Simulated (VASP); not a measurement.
Set up this calculation in VASP 6.6.1, as the native input.

| Property | Result |
| --- | --- |
| Task | single point |
| Functional | PBE |
| Potentials or basis | VASP PAW PBE potentials, release 64 (Nb_sv, Sb) |
| Cutoff | 520 eV |
| k mesh | 6 × 6 × 6 |
| Occupations | gaussian, width 0.05 eV |
| Spin | no spin polarisation |
| Dipole correction | no |
| Further INCAR settings | ALGO = Normal; EDIFF = 1e-06; NBANDS = 16 |

The structure of NbSb lies in POSCAR:

```
NbSb
1.0
    0.0000000000      3.1172211067      3.1172211067
    3.1172211067      0.0000000000      3.1172211067
    3.1172211067      3.1172211067      0.0000000000
Nb Sb
1 1
Direct
    0.0000000000      0.0000000000      0.0000000000
    0.2500000000      0.2500000000      0.2500000000
```

These files were run (other wordings do the same):

INCAR

```
PREC = Accurate ; ENCUT = 520
EDIFF = 1E-6 ; ISMEAR = 0
SIGMA = 0.05 ; LREAL = False
LASPH = True ; NELM = 100
ALGO = Normal ; ISIF = 2
LWAVE = False ; LCHARG = False
GGA = PE ; NBANDS = 16
```

KPOINTS

```
regular mesh
0
Gamma
  6 6 6
```

Potentials or basis: VASP PAW PBE potentials, release 64 (Nb_sv, Sb).

Command:

```bash
$ cat potpaw_PBE.64/Nb_sv/POTCAR potpaw_PBE.64/Sb/POTCAR > POTCAR
$ mpirun -np 1 vasp_std > vasp.out
```

Results of the run:

The pressure is 1.9 GPa. The band gap on the k mesh is zero (bands 9 and 10 overlap by 0.29 eV).

Caveat: spin-orbit coupling is left out, which moves the levels of the heavy elements.

It took 23 s on 1 thread of Intel(R) Xeon(R) Platinum 8488C (Sapphire Rapids), with other jobs on the host, peak memory 0.2 GiB.
